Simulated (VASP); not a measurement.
# NbAs (F-43m) in VASP: further runs

Runs on NbAs. Level: r2SCAN. Tasks: single point.

Program: VASP 6.6.1. These are calculated values, not measurements. Logs are shortened: lines on timing, memory, paths and dates and some standing lists are left out, and cuts for length are marked.

### Step 1. The cell of the first run

The structure is cubic, space group F-43m (No. 216). The conventional cell has a = 5.852 Å, b = 5.852 Å, c = 5.852 Å, α = 90.00°, β = 90.00°, γ = 90.00°. Nb (site symmetry -43m) has 4 As at 2.53 Å within 3.3 Å. As (site symmetry -43m) has 4 Nb at 2.53 Å within 3.3 Å.

### Step 2. Single point, r2SCAN, collinear spin

POSCAR

```
NbAs
1.0
    0.0000000000      2.9260236880      2.9260236880
    2.9260236880      0.0000000000      2.9260236880
    2.9260236880      2.9260236880      0.0000000000
Nb As
1 1
Direct
    0.0000000000      0.0000000000      0.0000000000
    0.2500000000      0.2500000000      0.2500000000
```

INCAR.step1

```
SYSTEM = NbAs
ALGO = Normal ; EDIFF = 1E-4
ENCUT = 520 ; GGA = PE
ISMEAR = 0 ; ISPIN = 2
LASPH = .TRUE. ; LCHARG = .FALSE.
LMAXMIX = 4 ; LREAL = .FALSE.
LWAVE = .TRUE. ; MAGMOM = 0.5 0
NBANDS = 20 ; NELM = 150
PREC = Accurate ; SIGMA = 0.1
```

INCAR.step2

```
SYSTEM = NbAs
ALGO = Normal ; EDIFF = 1E-6
ENCUT = 520 ; ISIF = 2
ISMEAR = 0 ; ISPIN = 2
ISTART = 1 ; LASPH = .TRUE.
LCHARG = .FALSE. ; LMAXMIX = 4
LMIXTAU = .TRUE. ; LORBIT = 11
LREAL = .FALSE. ; LWAVE = .FALSE.
MAGMOM = 0.5 0 ; METAGGA = R2SCAN
NBANDS = 20 ; NELM = 150
PREC = Accurate ; SIGMA = 0.1
```

KPOINTS

```
k-points
0
G
  12 12 12
  0 0 0
```

Potentials or basis: VASP PAW PBE potentials, release 64 (Nb_sv, As).

The run is started by

```console
$ cat potpaw_PBE.64/Nb_sv/POTCAR potpaw_PBE.64/As/POTCAR > POTCAR
$ cp INCAR.step1 INCAR
$ mpirun -np 1 vasp_std > vasp.out
$ cp INCAR.step2 INCAR
$ mpirun -np 1 vasp_std > vasp.out
```

OUTCAR:

```text
SYSTEM = NbAs
   EDIFF = 1E-6
   ENCUT = 520
   ISIF = 2
   ISMEAR = 0
   ISPIN = 2
   ISTART = 1
   LASPH = .TRUE.
   LORBIT = 11
   LREAL = .FALSE.
   METAGGA = R2SCAN
   NELM = 150
   PREC = Accurate

 ion  position               nearest neighbor table
   1  0.000  0.000  0.000-   2 2.53   2 2.53   2 2.53   2 2.53
   2  0.250  0.250  0.250-   1 2.53   1 2.53   1 2.53   1 2.53

  LATTYP: Found a face centered cubic cell.
 ALAT       =     5.8520473760

  Lattice vectors:

 A1 = (   0.0000000000,   2.9260236880,   2.9260236880)
 A2 = (   2.9260236880,   0.0000000000,   2.9260236880)
 A3 = (   2.9260236880,   2.9260236880,   0.0000000000)

Analysis of symmetry for initial positions (statically):
=====================================================================
 Subroutine PRICEL returns:
 Original cell was already a primitive cell.

 Routine SETGRP: Setting up the symmetry group for a
 face centered cubic supercell.

 Subroutine GETGRP returns: Found 24 space group operations
 (whereof 24 operations were pure point group operations)
 out of a pool of 48 trial point group operations.

The static configuration has the point symmetry T_d .

Analysis of symmetry for dynamics (positions and initial velocities):
=====================================================================
 Subroutine PRICEL returns:
 Original cell was already a primitive cell.

 Routine SETGRP: Setting up the symmetry group for a
 face centered cubic supercell.

 Subroutine GETGRP returns: Found 24 space group operations
 (whereof 24 operations were pure point group operations)
 out of a pool of 48 trial point group operations.

The dynamic configuration has the point symmetry T_d .

Analysis of structural, dynamic, and magnetic symmetry:
=====================================================================
 Subroutine PRICEL returns:
 Original cell was already a primitive cell.

 Routine SETGRP: Setting up the symmetry group for a
 face centered cubic supercell.

 Subroutine GETGRP returns: Found 24 space group operations
 (whereof 24 operations were pure point group operations)
 out of a pool of 48 trial point group operations.

The overall configuration has the point symmetry T_d .

 Subroutine INISYM returns: Found 24 space group operations
 (whereof 24 operations are pure point group operations),
 and found     1 'primitive' translations

----------------------------------------------------------------------------------------

                                     Primitive cell

  volume of cell :      50.1030

  direct lattice vectors                    reciprocal lattice vectors
     0.000000000  2.926023688  2.926023688    -0.170880366  0.170880366  0.170880366
     2.926023688  0.000000000  2.926023688     0.170880366 -0.170880366  0.170880366
     2.926023688  2.926023688  0.000000000     0.170880366  0.170880366 -0.170880366

  length of vectors
     4.138022383  4.138022383  4.138022383     0.295973477  0.295973477  0.295973477

  position of ions in fractional coordinates (direct lattice)
     0.000000000  0.000000000  0.000000000
     0.250000000  0.250000000  0.250000000

  ion indices of the primitive-cell ions
   primitive index   ion index
                 1           1
                 2           2

----------------------------------------------------------------------------------------

 KPOINTS: k-points

Automatic generation of k-mesh.
 Grid dimensions read from file:
 generate k-points for:   12   12   12

 Generating k-lattice:

  Cartesian coordinates                     Fractional coordinates (reciprocal lattice)
    -0.014240031  0.014240031  0.014240031     0.083333333  0.000000000  0.000000000
     0.014240031 -0.014240031  0.014240031     0.000000000  0.083333333  0.000000000
     0.014240031  0.014240031 -0.014240031     0.000000000  0.000000000  0.083333333

  Length of vectors
     0.024664456  0.024664456  0.024664456

  Shift w.r.t. Gamma in fractional coordinates (k-lattice)
     0.000000000  0.000000000  0.000000000

 Subroutine IBZKPT returns following result:
 ===========================================

 Found     72 irreducible k-points:

 Following reciprocal coordinates:
            Coordinates               Weight
  0.000000  0.000000  0.000000      1.000000
  0.083333  0.000000  0.000000      8.000000
  0.166667  0.000000  0.000000      8.000000
  0.250000  0.000000  0.000000      8.000000
  0.333333  0.000000  0.000000      8.000000
  0.416667  0.000000  0.000000      8.000000
[... 16 lines left out ...]
  0.500000  0.166667  0.000000     24.000000
 -0.416667  0.166667  0.000000     24.000000
 [... further k-points ...]
   k-points           NKPTS =     72   k-points in BZ     NKDIM =     72   number of bands    NBANDS=     20
   number of dos      NEDOS =    301   number of ions     NIONS =      2
   total plane-waves  NPLWV =  32768
   dimension x,y,z NGX =    32 NGY =   32 NGZ =   32
[... 28 lines left out ...]
   EFERMI =   0.00;   METHOD = LEGACY
   ISMEAR =     0;   SIGMA  =   0.10  broadening in eV -4-tet -1-fermi 0-gaus
   EFERMI_NEDOS =   21; number of points for ismear=-14 and -15
   IALGO  =     38    algorithm
   IMIX   =      4    mixing-type and parameters
     AMIX     =   0.40;   BMIX     =  1.00
     AMIX_MAG =   1.60;   BMIX_MAG =  1.00
  volume/ion in A,a.u.               =      25.05       169.06
  Fermi-wavevector in a.u.,A,eV,Ry     =   1.163799  2.199260 18.428100  1.354427
  Thomas-Fermi vector in A             =   2.300344
   LORBIT       =     11    0 simple, 1 ext, 2 COOP (PROOUT), +10 PAW based schemes
   METAGGA = R2SCAN    functional components
   LHFCALC =     F    Hartree Fock is set to
   AEXX    =    0.0000 exact exchange contribution
   IVDW    =     0    specifies the selected vdW correction
   LEPSILON=     F    determine dielectric tensor
   LRPA    =     F    only Hartree local field effects (RPA)
 spin polarized calculation
 Gauss-broadening in eV      SIGMA  =   0.10
  energy-cutoff  :      520.00
  volume of cell :       50.10
 maximum number of plane-waves:      1369
   NGX = 15   NGY = 15   NGZ = 15

 number of electron      18.0000001 magnetization       1.4138959

 Free energy of the ion-electron system (eV)
  ---------------------------------------------------
  ext. energy  EPLUGINS =         0.00000000
  ---------------------------------------------------
  free energy    TOTEN  =       -39.26439122 eV

  energy without entropy =      -39.24899193  energy(sigma->0) =      -39.25669157

 E-fermi :   5.5276     XC(G=0): -10.3203

 val. band max:        5.5265596570   @ k =   0.5000   0.3333   0.0833
 cond. band min:       5.5276440729   @ k =  -0.4167   0.4167   0.0833
 fundamental gap:      0.0010844159
 Fermi energy:         5.5275501805

 spin component 1

 k-point     1 :       0.0000    0.0000    0.0000
  band No.  band energies     occupation
      1     -51.8928      1.00000
      2     -27.3567      1.00000
      3     -27.3567      1.00000
      4     -27.3567      1.00000
      5      -6.5190      1.00000
      6       1.9141      1.00000
[... 12 lines left out ...]
     19      18.7244      0.00000
     20      18.7244      0.00000
[... 507 lines left out ...]
 k-point    24 :      -0.4167    0.1667    0.0000
  band No.  band energies     occupation
      1     -51.8888      1.00000
      2     -27.4188      1.00000
      3     -27.3777      1.00000
      4     -27.3692      1.00000
      5      -5.5483      1.00000
      6       1.4326      1.00000
[... 12 lines left out ...]
     19      19.2272      0.00000
     20      19.2310      0.00000

 [... further k-points ...]

 spin component 2

 k-point     1 :       0.0000    0.0000    0.0000
  band No.  band energies     occupation
      1     -50.9281      1.00000
      2     -26.2161      1.00000
      3     -26.2161      1.00000
      4     -26.2161      1.00000
      5      -6.5399      1.00000
      6       2.2971      1.00000
[... 12 lines left out ...]
     19      19.1884      0.00000
     20      19.1884      0.00000
[... 507 lines left out ...]
 k-point    24 :      -0.4167    0.1667    0.0000
  band No.  band energies     occupation
      1     -50.9240      1.00000
      2     -26.2827      1.00000
      3     -26.2384      1.00000
      4     -26.2294      1.00000
      5      -5.6212      1.00000
      6       1.6718      1.00000
[... 12 lines left out ...]
     19      19.7089      0.00000
     20      19.7165      0.00000

 [... further k-points ...]

------------------------ aborting loop because EDIFF is reached ----------------------------------------

  FORCE on cell =-STRESS in cart. coord.  units (eV):
  Direction    XX          YY          ZZ          XY          YZ          ZX
  --------------------------------------------------------------------------------------
  -------------------------------------------------------------------------------------
  Total       -0.0167446     -0.0167446     -0.0167446      0.0000000      0.0000000      0.0000000
  in kB       -0.5354524     -0.5354524     -0.5354524      0.0000000      0.0000000      0.0000000
  external PRESSURE =      -0.5354524 kB  Pullay stress =       0.0000000 kB

 VOLUME and BASIS-vectors are now :
 -----------------------------------------------------------------------------
  energy-cutoff  :      520.00
  volume of cell :       50.10
      direct lattice vectors                 reciprocal lattice vectors
     0.000000000  2.926023688  2.926023688    -0.170880366  0.170880366  0.170880366
     2.926023688  0.000000000  2.926023688     0.170880366 -0.170880366  0.170880366
     2.926023688  2.926023688  0.000000000     0.170880366  0.170880366 -0.170880366

 POSITION                                       TOTAL-FORCE (eV/Angst)
 -----------------------------------------------------------------------------------
      0.00000      0.00000      0.00000         0.000000      0.000000      0.000000
      1.46301      1.46301      1.46301        -0.000000     -0.000000     -0.000000
 -----------------------------------------------------------------------------------
    total drift:                                0.000000      0.000000      0.000000

  FREE ENERGIE OF THE ION-ELECTRON SYSTEM (eV)
  ---------------------------------------------------
  free  energy   TOTEN  =       -39.2643912196 eV

  energy  without entropy=      -39.2489919282  energy(sigma->0) =      -39.25669157

 total charge

# of ion       s       p       d       tot
------------------------------------------
    1        2.154   5.970   2.512  10.636
    2        1.208   1.715   0.055   2.978
--------------------------------------------------
tot          3.362   7.685   2.567  13.614

 magnetization (x)

# of ion       s       p       d       tot
------------------------------------------
    1        0.015   0.005   1.133   1.153
    2       -0.012  -0.089   0.029  -0.072
--------------------------------------------------
tot          0.003  -0.083   1.162   1.081
```

Run time: 24 min. Hardware: 1 thread of AMD EPYC 7R43 (Zen 3), shared host; peak memory 0.26 GiB.

Results:

```yaml
Free_energy: -39.2644 eV
Pressure: -0.1 GPa
Net_moment: 1.41 μB per cell
Site_moments: Nb +1.15; As -0.07 μB
Valence_electrons_inside_the_program's_atomic_spheres: Nb 10.64; As 2.98
```

Caveat: the PAW data sets were made with another functional, which shifts forces and pressure a little.

### Step 3. Single point, r2SCAN, collinear spin

POSCAR is that of step 2.

INCAR.step1

```
SYSTEM = NbAs
PREC     = Accurate       ! precision mode
ENCUT    = 520            ! plane-wave cutoff, eV
ISMEAR   = 0              ! smearing method
SIGMA    = 0.1            ! smearing width, eV
LREAL    = .FALSE.        ! projectors in reciprocal space
LASPH    = .TRUE.         ! aspherical terms in the spheres
NELM     = 150            ! most SCF steps
ISPIN    = 2              ! spin polarisation
MAGMOM   = 0.6 -0.04      ! initial moments
NUPDOWN  = 0.75           ! fixed moment
LMAXMIX  = 4              ! l up to which the mixer works
NBANDS   = 20             ! bands
GGA      = PE             ! functional
ALGO     = Normal         ! electronic algorithm
EDIFF    = 1E-4           ! SCF threshold, eV
LWAVE    = .TRUE.         ! write WAVECAR
LCHARG   = .FALSE.        ! write CHGCAR
```

INCAR.step2

```
SYSTEM = NbAs
PREC     = Accurate       ! precision mode
ENCUT    = 520            ! plane-wave cutoff, eV
EDIFF    = 1E-7           ! SCF threshold, eV
ISMEAR   = 0              ! smearing method
SIGMA    = 0.1            ! smearing width, eV
LREAL    = .FALSE.        ! projectors in reciprocal space
LASPH    = .TRUE.         ! aspherical terms in the spheres
NELM     = 150            ! most SCF steps
ALGO     = Normal         ! electronic algorithm
ISIF     = 2              ! what is computed and relaxed
LWAVE    = .FALSE.        ! write WAVECAR
LCHARG   = .FALSE.        ! write CHGCAR
ISPIN    = 2              ! spin polarisation
MAGMOM   = 0.6 -0.04      ! initial moments
LORBIT   = 11             ! projections on sites
NUPDOWN  = 0.75           ! fixed moment
LMAXMIX  = 4              ! l up to which the mixer works
METAGGA  = R2SCAN         ! meta-GGA
LMIXTAU  = .TRUE.       
NBANDS   = 20             ! bands
ISTART   = 1
```

KPOINTS

```
Automatic mesh
0
G
  12 12 12
  0 0 0
```

Potentials or basis: VASP PAW PBE potentials, release 64 (Nb_sv, As).

The run is started by

```console
$ cat potpaw_PBE.64/Nb_sv/POTCAR potpaw_PBE.64/As/POTCAR > POTCAR
$ cp INCAR.step1 INCAR
$ mpirun -np 1 vasp_std > vasp.out
$ cp INCAR.step2 INCAR
$ mpirun -np 1 vasp_std > vasp.out
```

It took 10 min on 1 thread of Intel Xeon 8259CL, shared host; peak memory 0.29 GiB.

It converged, with:

- Free energy: -39.2223 eV
- Pressure: -2.2 GPa
- Net moment: 0.75 μB per cell
- Site moments: Nb +0.64; As -0.04 μB
- Valence electrons inside the program's atomic spheres: Nb 10.59; As 2.97

Caveat: the PAW data sets were made with another functional, which shifts forces and pressure a little; the total moment is fixed, so each spin has its own Fermi level and the state may be an excited one.

### Step 4. Single point, r2SCAN, collinear spin

POSCAR is that of step 3.

INCAR.step1

```
ALGO = Normal ; EDIFF = 1E-4
ENCUT = 520 ; GGA = PE
ISMEAR = 0 ; ISPIN = 2
LASPH = True ; LCHARG = False
LMAXMIX = 4 ; LREAL = False
LWAVE = True ; MAGMOM = 0.79 -0.05
NBANDS = 20 ; NELM = 150
NUPDOWN = 1.0 ; PREC = Accurate
SIGMA = 0.1
```

INCAR.step2

```
ALGO = Normal ; EDIFF = 1E-6
ENCUT = 520 ; ISIF = 2
ISMEAR = 0 ; ISPIN = 2
ISTART = 1 ; LASPH = True
LCHARG = True ; LELF = True
LMAXMIX = 4 ; LMIXTAU = True
LORBIT = 11 ; LREAL = False
LVHAR = True ; LWAVE = False
MAGMOM = 0.79 -0.05 ; METAGGA = R2SCAN
NBANDS = 20 ; NELM = 150
NUPDOWN = 1.0 ; PREC = Accurate
SIGMA = 0.1
```

KPOINTS

```
k-points
0
Gamma
  12 12 12
```

The run is started by

```console
$ cat potpaw_PBE.64/Nb_sv/POTCAR potpaw_PBE.64/As/POTCAR > POTCAR
$ cp INCAR.step1 INCAR
$ mpirun -np 1 vasp_std > vasp.out
$ cp INCAR.step2 INCAR
$ mpirun -np 1 vasp_std > vasp.out
```

It took 9.3 min on 1 thread of Intel Xeon 8259CL, shared host; peak memory 0.29 GiB.

The run converged. Its results:

| Item | Value |
| --- | --- |
| Free energy | -39.2445 eV |
| Pressure | -1.5 GPa |
| Net moment | 1.00 μB per cell |
| Site moments | Nb +0.84; As -0.06 μB |
| Valence electrons inside the program's atomic spheres | Nb 10.61; As 2.98 |

Caveat: the PAW data sets were made with another functional, which shifts forces and pressure a little; the total moment is fixed, so each spin has its own Fermi level and the state may be an excited one.

### Step 5. Single point, r2SCAN, collinear spin

POSCAR is that of step 4.

INCAR.step1

```
PREC     = Accurate       # precision mode
ENCUT    = 520            # plane-wave cutoff, eV
ISMEAR   = 0              # smearing method
SIGMA    = 0.1            # smearing width, eV
LREAL    = F              # projectors in reciprocal space
LASPH    = T              # aspherical terms in the spheres
NELM     = 150            # most SCF steps
ISPIN    = 2              # spin polarisation
MAGMOM   = 0.96 -0.06     # initial moments
NUPDOWN  = 1.25           # fixed moment
LMAXMIX  = 4              # l up to which the mixer works
NBANDS   = 20             # bands
GGA      = PE             # functional
ALGO     = Normal         # electronic algorithm
EDIFF    = 1E-4           # SCF threshold, eV
LWAVE    = T              # write WAVECAR
LCHARG   = F              # write CHGCAR
```

INCAR.step2

```
PREC     = Accurate       # precision mode
ENCUT    = 520            # plane-wave cutoff, eV
EDIFF    = 1E-6           # SCF threshold, eV
ISMEAR   = 0              # smearing method
SIGMA    = 0.1            # smearing width, eV
LREAL    = F              # projectors in reciprocal space
LASPH    = T              # aspherical terms in the spheres
NELM     = 150            # most SCF steps
ALGO     = Normal         # electronic algorithm
ISIF     = 2              # what is computed and relaxed
LWAVE    = F              # write WAVECAR
LCHARG   = T              # write CHGCAR
ISPIN    = 2              # spin polarisation
MAGMOM   = 0.96 -0.06     # initial moments
LORBIT   = 11             # projections on sites
NUPDOWN  = 1.25           # fixed moment
LMAXMIX  = 4              # l up to which the mixer works
METAGGA  = R2SCAN         # meta-GGA
LMIXTAU  = T            
LELF     = T              # ELF
LVHAR    = T            
NBANDS   = 20             # bands
ISTART   = 1
```

KPOINTS

```
Automatic mesh
0
Gamma
  12 12 12
```

The run is started by

```console
$ cat potpaw_PBE.64/Nb_sv/POTCAR potpaw_PBE.64/As/POTCAR > POTCAR
$ cp INCAR.step1 INCAR
$ mpirun -np 1 vasp_std > vasp.out
$ cp INCAR.step2 INCAR
$ mpirun -np 1 vasp_std > vasp.out
```

Run time: 8.9 min. Hardware: 1 thread of Intel Xeon 8259CL, shared host; peak memory 0.29 GiB.

The run converged. Its results:

```
Free energy                                           : -39.2616 eV
Pressure                                              : -0.7 GPa
Net moment                                            : 1.25 μB per cell
Site moments                                          : Nb +1.03; As -0.07 μB
Valence electrons inside the program's atomic spheres : Nb 10.62; As 2.98
```

Caveat: the PAW data sets were made with another functional, which shifts forces and pressure a little; the total moment is fixed, so each spin has its own Fermi level and the state may be an excited one.

### Step 6. The runs side by side

| fixed moment (μB) | pressure (GPa) | moment (μB) |
| --- | --- | --- |
| - | -0.1 | 1.41 |
| 0.75 | -2.2 | 0.75 |
| 1.0 | -1.5 | 1.00 |
| 1.25 | -0.7 | 1.25 |

Alike in all rows: task single point; level r2SCAN; potentials or basis VASP PAW PBE potentials, release 64 (Nb_sv, As); spin collinear; cell as given; k mesh 12 × 12 × 12; cutoff (eV) 520; smearing gaussian 0.1 eV.

Caveats: the PAW data sets were made with another functional, which shifts forces and pressure a little; the total moment is fixed, so each spin has its own Fermi level and the state may be an excited one (at least some runs).

Total energies depend on the potentials used, so only differences within one code and one set of settings carry meaning.
